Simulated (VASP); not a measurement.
FePt (Tetraferroplatinum), 2 atoms in the cell. Symmetry: P4/mmm, No. 123, tetragonal system. The conventional cell has a = 2.724 Å, b = 2.724 Å, c = 3.720 Å, α = 90.00°, β = 90.00°, γ = 90.00°. Fe (site symmetry 4/mmm) has 8 Pt at 2.68 Å and 4 Fe at 2.72 Å within 3.5 Å. Within 3.5 Å of Pt (site symmetry 4/mmm) lie 8 Fe at 2.68 Å and 4 Pt at 2.72 Å. 

| Property | Result |
| --- | --- |
| Program | VASP 6.6.1 |
| Task | single point |
| Functional | PBE |
| Potentials or basis | VASP PAW PBE potentials, release 64 (Fe, Pt) |
| Cutoff | 520 eV |
| k mesh | 12 × 12 × 9 |
| Occupations | fermi-dirac, width 0.1 eV |
| Spin | collinear spin, ferromagnetic start |
| Starting moments | [2.69, 0.16] μB |
| Fixed moment | 2.5 μB |
| Dipole correction | no |
| Further INCAR settings | ALGO = Normal; EDIFF = 1e-07; NBANDS = 20 |

Potentials or basis: VASP PAW PBE potentials, release 64 (Fe, Pt).

Command:

```bash
$ cat potpaw_PBE.64/Fe/POTCAR potpaw_PBE.64/Pt/POTCAR > POTCAR
$ mpirun -np 1 vasp_std > vasp.out
```

Hardware: 1 thread of Oxide Virtual Turin-like Processor, with other jobs on the host.

Task: How long does it take, and how much memory?

Result: Run time: 2.9 min on 1 thread of Oxide Virtual Turin-like Processor, with other jobs on the host, peak memory 0.21 GiB. Counts: scf iterations 16, k points 140.
